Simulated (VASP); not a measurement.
A run of VASP 6.6.1 is set up as follows.

File INCAR:

```
SYSTEM = Li
PREC     = Accurate       ! precision mode
ENCUT    = 600            ! plane-wave cutoff, eV
EDIFF    = 1E-7           ! SCF threshold, eV
ISMEAR   = -1             ! smearing method
SIGMA    = 0.05           ! smearing width, eV
LREAL    = .False.        ! projectors in reciprocal space
LASPH    = .True.         ! aspherical terms in the spheres
NELM     = 60             ! most SCF steps
ALGO     = Normal         ! electronic algorithm
ISIF     = 3              ! what is computed and relaxed
LWAVE    = .False.        ! write WAVECAR
LCHARG   = .False.        ! write CHGCAR
GGA      = PE             ! functional
IVDW     = 13             ! dispersion correction
IBRION   = 2              ! ionic algorithm
NSW      = 80             ! ionic steps
EDIFFG   = -0.005         ! ionic threshold
```

KPOINTS

```
regular mesh
0
Gamma
  11 11 11
  0 0 0
```

The input POSCAR:

```
Li
1.0
   -1.7546500000      1.7546500000      1.7546500000
    1.7546500000     -1.7546500000      1.7546500000
    1.7546500000      1.7546500000     -1.7546500000
Li
1
Direct
    0.0000000000      0.0000000000      0.0000000000
```

Potentials or basis: VASP PAW PBE potentials, release 64 (Li_sv).

Run with:

```sh
$ cat potpaw_PBE.64/Li_sv/POTCAR > POTCAR
$ mpirun -np 1 vasp_std > vasp.out
```

**Question.** Estimate the relaxed volume.

**Answer.** 19.78 Å³/atom.

**Question.** Estimate the relaxed cell.

**Answer.** a = 2.951 Å, b = 2.951 Å, c = 2.951 Å, α = 109.47°, β = 109.47°, γ = 109.47°.

Final structure:
```
Li
1.0
    -1.70365    1.70365    1.70365
     1.70365   -1.70365    1.70365
     1.70365    1.70365   -1.70365
Li
1
Direct
  0.00000 0.00000 0.00000
```

Caveat: the cutoff is under 1.25 times the usual one of these potentials, so pressure, stress and relaxed cells hold a basis-set (Pulay) error; pairwise dispersion overbinds metals, which lowers pressure and volume.

The cell as given is a measured one (21.61 Å³/atom); PBE+D4 puts the equilibrium volume -8.5 % from it, thermal expansion not counted.
